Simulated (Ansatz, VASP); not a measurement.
CsH: VASP beside Ansatz

The input INCAR:

```
  ALGO = Normal
  EDIFF = 1E-6
  ENCUT = 520
  ISIF = 2
  ISMEAR = 0
  LASPH = True
  LCHARG = False
  LREAL = False
  LWAVE = False
  NBANDS = 12
  NELM = 80
  PREC = Accurate
  SIGMA = 0.05
```

File KPOINTS:

```
k-points
0
Gamma
  8 8 8
```

File POSCAR:

```
CsH
1.0
    0.0000000000      3.4430400000      2.9329600000
    3.4430400000      0.0000000000      2.9329600000
    3.4430400000      3.4430400000      0.0000000000
Cs H
1 1
Direct
    0.0000000000      0.0000000000      0.0000000000
    0.5000000000      0.5000000000      0.5000000000
```

Input for Ansatz:

```yaml
crystal:
  lattice:
    - [0.0, 3.44304, 2.93296]
    - [3.44304, 0.0, 2.93296]
    - [3.44304, 3.44304, 0.0]
  atoms:
    - { symbol: Cs, position: [0.0, 0.0, 0.0] }
    - { symbol: H, position: [0.5, 0.5, 0.5] }
basis:
  ecutwfc: 420
kpoints:
  mp_grid: { grid: [8, 8, 8] }
hamiltonian:
  xc: lda
scf:
  occupations: { method: gaussian, width: 0.05 }
output:
  forces: true
  stress: true
  eigenvalues: true
```

Change from the starting cell: strain +0.080 along x and y, -0.080 along z, atoms carried along.

Alike in both runs: task single point; functional LDA; k mesh 8 × 8 × 8; occupations gaussian, width 0.05 eV; no spin polarisation.

```csv
,VASP,Ansatz
version,VASP 6.6.1,Ansatz 0.2.0
potentials or method,"VASP PAW LDA potentials, release 64 (Cs_sv, H), cutoff 520 eV","scalar-relativistic, plane waves, PAW"
valence electrons in the cell,10,10
```

|  | VASP | Ansatz | Ansatz less VASP |
| --- | --- | --- | --- |
| gap on the k mesh at the Fermi level (eV) | 1.90 | 1.92 | +0.018 |
| least direct gap on the mesh (eV) | 1.90 | 1.92 | +0.018 |
| pressure (GPa) | -1.1 | -1.1 | -0.02 |
| traceless stress, the component that is largest in VASP (GPa) | 1.98 | 1.93 | -0.054 |

LDA's correlation is that of Perdew and Zunger in VASP and of Perdew and Wang (1992) in Ansatz.

Spin-orbit coupling is off throughout.
